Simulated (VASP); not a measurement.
A run of VASP 6.6.1 is set up as follows.

Contents of INCAR:

```
SYSTEM = NaF
ALGO     = Normal         ! electronic algorithm
EDIFF    = 1E-6           ! SCF threshold, eV
EDIFFG   = -0.04          ! ionic threshold
ENCUT    = 600            ! plane-wave cutoff, eV
GGA      = PE             ! functional
IBRION   = 2              ! ionic algorithm
ISIF     = 3              ! what is computed and relaxed
ISMEAR   = 0              ! smearing method
LASPH    = .True.         ! aspherical terms in the spheres
LCHARG   = .False.        ! write CHGCAR
LREAL    = .False.        ! projectors in reciprocal space
LWAVE    = .False.        ! write WAVECAR
NELM     = 60             ! most SCF steps
NSW      = 90             ! ionic steps
PREC     = Accurate       ! precision mode
SIGMA    = 0.1            ! smearing width, eV
```

KPOINTS

```
k-points
0
Gamma
  6 6 4
  0 0 0
```

Contents of POSCAR:

```
NaF
1.0
    3.7193872900      0.0000000000      0.0000000000
   -1.8596936500      3.2210838800      0.0000000000
    0.0000000000      0.0000000000      6.0799109500
Na F
3 3
Direct
    0.1620798500      0.8379201500      0.6666666700
    0.1620798500      0.3241597000      0.3333333300
    0.6758403000      0.8379201500      0.0000000000
    0.8379201500      0.1620798500      0.6666666700
    0.8379201500      0.6758403000      0.3333333300
    0.3241597000      0.1620798500      0.0000000000
```

Potentials or basis: VASP PAW PBE potentials, release 64 (Na_pv, F).

Launch:

```sh
$ cat potpaw_PBE.64/Na_pv/POTCAR potpaw_PBE.64/F/POTCAR > POTCAR
$ mpirun -np 1 vasp_std > vasp.out
```

**Question.** What does it give for the band gap on the k mesh?

**Answer.** 4.86 eV.

**Question.** Predict the relaxed cell.

**Answer.** a = 3.824 Å, b = 3.824 Å, c = 7.169 Å, α = 90.00°, β = 90.00°, γ = 120.00°.

**Question.** Estimate the space group after relaxing (to 0.1 Å).

**Answer.** P3_212 (No. 153).

Step by step:
```csv
step,energy change (eV),largest force (eV/Å),pressure (GPa),volume (Å³)
1,0.0000,0.3268,10.58,72.84
2,-0.3820,0.0380,3.07,81.61
3,-0.4390,0.1329,0.52,86.26
4,-0.4421,0.1551,-0.13,87.68
5,-0.4859,0.0953,-0.12,88.25
6,-0.5430,0.1458,0.23,89.76
7,-0.5502,0.0471,-0.03,90.48
8,-0.5507,0.0077,-0.20,90.79
```

Caveat: the volume moved by over 15 % at a fixed basis, so the end points are rough. A k mesh can miss the band edges.
